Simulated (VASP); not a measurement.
Here is a VASP 6.6.1 calculation.

File INCAR:

```
SYSTEM = Hg
  ALGO = Normal
  EDIFF = 1E-6
  ENCUT = 400
  GGA = PE
  GGA_COMPAT = .False.
  ISIF = 2
  ISMEAR = 0
  LASPH = .True.
  LCHARG = .False.
  LREAL = .False.
  LWAVE = .False.
  NBANDS = 12
  NELM = 120
  PREC = Accurate
  SIGMA = 0.1
```

Contents of KPOINTS:

```
k-points
0
Gamma
  8 8 8
  0 0 0
```

POSCAR

```
Hg
1.0
    4.1787600400      0.0000000000      0.0000000000
    0.0000000000      4.1787600400      0.0000000000
    0.0000000000      0.0000000000      4.1787600400
Hg
1
Direct
    0.5000000000      0.5000000000      0.5000000000
```

Potentials or basis: VASP PAW PBE potentials, release 64 (Hg).

Launch:

```console
$ cat potpaw_PBE.64/Hg/POTCAR > POTCAR
$ mpirun -np 1 vasp_std > vasp.out
```

(1) What does it give for the pressure?

(2) Predict the band gap on the k mesh.

Results:

(1) -0.2 GPa.

(2) 2.34 eV, indirect (least direct gap 4.08 eV).

Caveat: spin-orbit coupling is left out, which moves the levels of the heavy elements.
